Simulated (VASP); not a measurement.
# MgS (I-4m2) in VASP: a series of runs, part 2 of 2

VASP 6.6.1.

### 5 Single point, HSE06 (uniaxial z strain -1.0%)

The input, POSCAR:

```
MgS
1.0
    0.0000000000      2.8308768412      2.8025680728
    2.8308768412      0.0000000000      2.8025680728
    2.8308768412      2.8308768412      0.0000000000
Mg S
1 1
Direct
    0.0000000000      0.0000000000      0.0000000000
    0.2500000000      0.2500000000      0.2500000000
```

The input, INCAR.step1:

```
SYSTEM = MgS
PREC = Accurate
ENCUT = 520
EDIFF = 1E-5
ISMEAR = 0
SIGMA = 0.01
LREAL = .False.
LASPH = .True.
NELM = 80
ALGO = Normal
ISIF = 2
LWAVE = .True.
GGA = PE
NBANDS = 11
```

The input, INCAR.step2:

```
SYSTEM = MgS
PREC = Accurate
ENCUT = 520
EDIFF = 1E-6
ISMEAR = 0
SIGMA = 0.01
LREAL = .False.
LASPH = .True.
NELM = 80
ALGO = Normal
ISIF = 2
LWAVE = .False.
LCHARG = .True.
GGA = PE
LHFCALC = .True.
HFSCREEN = 0.2079
PRECFOCK = Normal
LELF = .True.
LVHAR = .True.
ISTART = 1
NBANDS = 11
```

The input, KPOINTS:

```
Automatic mesh
0
Gamma
  6 6 6
  0 0 0
```

The run is started by

```bash
$ cat potpaw_PBE.64/Mg/POTCAR potpaw_PBE.64/S/POTCAR > POTCAR
$ cp INCAR.step1 INCAR
$ mpirun -np 1 vasp_std > vasp.out
$ cp INCAR.step2 INCAR
$ mpirun -np 1 vasp_std > vasp.out
```

It took 15 min on 1 thread of Intel Xeon Platinum 8375C at 2.90GHz (Ice Lake), shared host; peak memory 0.29 GiB.

The run converged. Its results:

```
Free energy            : -9.8450 eV
Pressure               : 0.5 GPa
Band gap on the k mesh : 4.55 eV
```

Stress tensor (GPa, compression positive):
```
0.40 0.00 0.00
0.00 0.40 0.00
0.00 0.00 0.62
```

Levels at points of the mesh, in eV from the valence-band top:
```csv
k point,band 1,band 2,band 3,band 4,band 5,band 6,band 7,band 8,band 9
"(0.00, 0.00, 0.00)",-12.48,-0.03,-0.03,0.00,4.55,9.19,9.19,9.20,12.12
"(0.50, 0.00, 0.00)",-11.71,-3.45,-0.41,-0.35,6.24,8.78,8.88,9.88,14.31
"(0.50, 0.50, 0.00)",-11.45,-3.07,-1.19,-1.19,4.82,6.70,12.80,13.79,13.79
"(0.50, 0.00, 0.50)",-11.47,-3.12,-1.15,-1.14,4.84,6.77,12.68,13.73,13.95
```

Caveat: the cell differs from its parent crystal (uniaxial z strain -1.0%); the PAW data sets were made with another functional, which shifts forces and pressure a little.

### 6 Single point, HSE06 (uniaxial z strain +1.0%)

The input, POSCAR:

```
MgS
1.0
    0.0000000000      2.8308768412      2.8591856096
    2.8308768412      0.0000000000      2.8591856096
    2.8308768412      2.8308768412      0.0000000000
Mg S
1 1
Direct
    0.0000000000      0.0000000000      0.0000000000
    0.2500000000      0.2500000000      0.2500000000
```

The input, INCAR.step1:

```
PREC = Accurate
ENCUT = 520
EDIFF = 1E-5
ISMEAR = 0
SIGMA = 0.01
LREAL = False
LASPH = True
NELM = 80
ALGO = Normal
ISIF = 2
LWAVE = True
LCHARG = False
GGA = PE
NBANDS = 11
```

The input, INCAR.step2:

```
PREC = Accurate
ENCUT = 520
EDIFF = 1E-6
ISMEAR = 0
SIGMA = 0.01
LREAL = False
LASPH = True
NELM = 80
ALGO = Normal
ISIF = 2
LWAVE = False
LCHARG = False
GGA = PE
LHFCALC = True
HFSCREEN = 0.2079
PRECFOCK = Normal
ISTART = 1
NBANDS = 11
```

The input, KPOINTS:

```
Automatic mesh
0
Gamma
  6 6 6
```

Potentials or basis: VASP PAW PBE potentials, release 64 (Mg, S).

The run is started by

```bash
$ cat potpaw_PBE.64/Mg/POTCAR potpaw_PBE.64/S/POTCAR > POTCAR
$ cp INCAR.step1 INCAR
$ mpirun -np 1 vasp_std > vasp.out
$ cp INCAR.step2 INCAR
$ mpirun -np 1 vasp_std > vasp.out
```

OUTCAR:

```text
PREC = Accurate
   ENCUT = 520
   EDIFF = 1E-6
   ISMEAR = 0
   LREAL = False
   LASPH = True
   NELM = 80
   ISIF = 2
   GGA = PE
   LHFCALC = True
   HFSCREEN = 0.2079
   PRECFOCK = Normal
   ISTART = 1

 ion  position               nearest neighbor table
   1  0.000  0.000  0.000-   2 2.46   2 2.46   2 2.46   2 2.46
   2  0.250  0.250  0.250-   1 2.46   1 2.46   1 2.46   1 2.46

  LATTYP: Found a body centered tetragonal cell.
 ALAT       =     4.0034644222
 C/A-ratio  =     1.4283556980

  Lattice vectors:

 A1 = (  -2.8308768412,   0.0000000000,   2.8591856096)
 A2 = (   2.8308768412,   0.0000000000,   2.8591856096)
 A3 = (   0.0000000000,   2.8308768412,  -2.8591856096)

Analysis of symmetry for initial positions (statically):
=====================================================================
 Subroutine PRICEL returns:
 Original cell was already a primitive cell.

 Routine SETGRP: Setting up the symmetry group for a
 body centered tetragonal supercell.

 Subroutine GETGRP returns: Found  8 space group operations
 (whereof  8 operations were pure point group operations)
 out of a pool of 16 trial point group operations.

The static configuration has the point symmetry D_2d.

Analysis of symmetry for dynamics (positions and initial velocities):
=====================================================================
 Subroutine PRICEL returns:
 Original cell was already a primitive cell.

 Routine SETGRP: Setting up the symmetry group for a
 body centered tetragonal supercell.

 Subroutine GETGRP returns: Found  8 space group operations
 (whereof  8 operations were pure point group operations)
 out of a pool of 16 trial point group operations.

The dynamic configuration has the point symmetry D_2d.

 Subroutine INISYM returns: Found  8 space group operations
 (whereof  8 operations are pure point group operations),
 and found     1 'primitive' translations

----------------------------------------------------------------------------------------
[... 129 lines left out ...]
   IVDW    =     0    specifies the selected vdW correction
   LEPSILON=     F    determine dielectric tensor
   LRPA    =     F    only Hartree local field effects (RPA)
 non-spin polarized calculation
 Gauss-broadening in eV      SIGMA  =   0.01
  energy-cutoff  :      520.00
  volume of cell :       45.83
 maximum number of plane-waves:      1247
 NGX is ok and might be reduce to    30
  NGX = 24; NGY = 24; NGZ = 24

 number of electron       8.0000001 magnetization

 Free energy of the ion-electron system (eV)
  ---------------------------------------------------
  ext. energy  EPLUGINS =         0.00000000
  ---------------------------------------------------
  free energy    TOTEN  =        -9.84437064 eV

  energy without entropy =       -9.84437064  energy(sigma->0) =       -9.84437064

 E-fermi :   0.4136     XC(G=0):  -6.9898

 val. band max:        0.2798654483   @ k =   0.0000   0.0000   0.0000
 cond. band min:       4.7281790893   @ k =   0.0000   0.0000   0.0000
 fundamental gap:      4.4483136411
 Fermi energy:         0.4136371816

 k-point     1 :       0.0000    0.0000    0.0000
  band No.  band energies     occupation
      1     -12.1178      2.00000
      2       0.2527      2.00000
      3       0.2799      2.00000
      4       0.2799      2.00000
      5       4.7282      0.00000
      6       9.4196      0.00000
      7       9.4293      0.00000
      8       9.4293      0.00000
      9      12.3550      0.00000
     10      12.5307      0.00000
     11      15.2303      0.00000
[... 309 lines left out ...]
 k-point    24 :       0.5000   -0.0000    0.3333
  band No.  band energies     occupation
      1     -11.2055      2.00000
      2      -2.5170      2.00000
      3      -1.2000      2.00000
      4      -0.6933      2.00000
      5       5.8653      0.00000
      6       7.7618      0.00000
      7      11.0438      0.00000
      8      11.9796      0.00000
      9      13.3959      0.00000
     10      15.3119      0.00000
     11      16.3183      0.00000

 [... further k-points ...]

------------------------ aborting loop because EDIFF is reached ----------------------------------------

  FORCE on cell =-STRESS in cart. coord.  units (eV):
  Direction    XX          YY          ZZ          XY          YZ          ZX
  --------------------------------------------------------------------------------------
  -------------------------------------------------------------------------------------
  Total       -0.1819992     -0.1819992     -0.2522739      0.0000000      0.0000000     -0.0000000
  in kB       -6.3630573     -6.3630573     -8.8200002      0.0000000      0.0000000     -0.0000000
  external PRESSURE =      -7.1820383 kB  Pullay stress =       0.0000000 kB

 VOLUME and BASIS-vectors are now :
 -----------------------------------------------------------------------------
  energy-cutoff  :      520.00
  volume of cell :       45.83
      direct lattice vectors                 reciprocal lattice vectors
     0.000000000  2.830876841  2.859185610    -0.176623721  0.176623721  0.174874971
     2.830876841  0.000000000  2.859185610     0.176623721 -0.176623721  0.174874971
     2.830876841  2.830876841  0.000000000     0.176623721  0.176623721 -0.174874971

 POSITION                                       TOTAL-FORCE (eV/Angst)
 -----------------------------------------------------------------------------------
      0.00000      0.00000      0.00000         0.000000     -0.000000      0.000000
      1.41544      1.41544      1.42959        -0.000000      0.000000     -0.000000
 -----------------------------------------------------------------------------------
    total drift:                                0.000000     -0.000000     -0.000001

  FREE ENERGIE OF THE ION-ELECTRON SYSTEM (eV)
  ---------------------------------------------------
  free  energy   TOTEN  =        -9.8443706376 eV

  energy  without entropy=       -9.8443706376  energy(sigma->0) =       -9.84437064
```

OUTCAR.step1:

```text
PREC = Accurate
   ENCUT = 520
   EDIFF = 1E-5
   ISMEAR = 0
   LREAL = False
[... 560 lines left out ...]
      0.00000      0.00000      0.00000         0.000000      0.000000     -0.000000
      1.41544      1.41544      1.42959        -0.000000     -0.000000      0.000000
 -----------------------------------------------------------------------------------
    total drift:                               -0.000000     -0.000000      0.000000

  FREE ENERGIE OF THE ION-ELECTRON SYSTEM (eV)
  ---------------------------------------------------
  free  energy   TOTEN  =        -8.4718296038 eV

  energy  without entropy=       -8.4718296038  energy(sigma->0) =       -8.47182960
```

OSZICAR.step1:

```text
N       E                     dE             d eps       ncg     rms          rms(c)
DAV:   1     0.247314624650E+02    0.24731E+02   -0.33402E+03   668   0.571E+02
DAV:   2    -0.709452788612E+01   -0.31826E+02   -0.29860E+02   812   0.968E+01
DAV:   3    -0.897567930301E+01   -0.18812E+01   -0.18789E+01   823   0.264E+01
DAV:   4    -0.899127840197E+01   -0.15599E-01   -0.15597E-01   781   0.286E+00
DAV:   5    -0.899148340193E+01   -0.20500E-03   -0.20500E-03   835   0.328E-01    0.402E+00
DAV:   6    -0.849893600059E+01    0.49255E+00   -0.12430E+00   726   0.413E+00    0.307E+00
DAV:   7    -0.846478355549E+01    0.34152E-01   -0.26964E-01   794   0.211E+00    0.240E+00
DAV:   8    -0.847250329065E+01   -0.77197E-02   -0.23892E-02   735   0.930E-01    0.136E+00
DAV:   9    -0.847161286048E+01    0.89043E-03   -0.24230E-03   747   0.243E-01    0.446E-01
DAV:  10    -0.847182368770E+01   -0.21083E-03   -0.69159E-04   765   0.123E-01    0.892E-02
DAV:  11    -0.847182960377E+01   -0.59161E-05   -0.54763E-05   783   0.301E-02
   1 F= -.84718296E+01 E0= -.84718296E+01  d E =-.160831E-67
```

Wall time 14 min (1 thread of Intel Xeon Platinum 8375C at 2.90GHz (Ice Lake), shared host); peak memory 0.29 GiB.

Results:

* Free energy: -9.8444 eV
* Pressure: -0.7 GPa
* Band gap on the k mesh: 4.45 eV

Caveat: the cell differs from its parent crystal (uniaxial z strain +1.0%); the PAW data sets were made with another functional, which shifts forces and pressure a little. A k mesh can miss the band edges.

### 7 Summary

```csv
cell,gap on the mesh (eV),pressure (GPa)
"a = 4.044, b = 4.044, c = 4.003 Å, angles 60.3, 60.3, 59.3°, 2 atoms",4.39,-1.3
"a = 4.064, b = 4.064, c = 4.003 Å, angles 60.5, 60.5, 59.0°, 2 atoms",4.32,-1.8
"a = 4.084, b = 4.084, c = 4.003 Å, angles 60.7, 60.7, 58.7°, 2 atoms",4.26,-2.3
"a = 3.983, b = 3.983, c = 4.003 Å, angles 59.8, 59.8, 60.3°, 2 atoms",4.55,0.5
"a = 4.024, b = 4.024, c = 4.003 Å, angles 60.2, 60.2, 59.7°, 2 atoms",4.45,-0.7
```

Alike in all rows: task single point; level HSE06; potentials or basis VASP PAW PBE potentials, release 64 (Mg, S); no spin polarisation; k mesh 6 × 6 × 6; cutoff (eV) 520; smearing gaussian 0.01 eV.

Caveats: the PAW data sets were made with another functional, which shifts forces and pressure a little.

Total energies depend on the potentials used, so only differences within one code and one set of settings carry meaning.
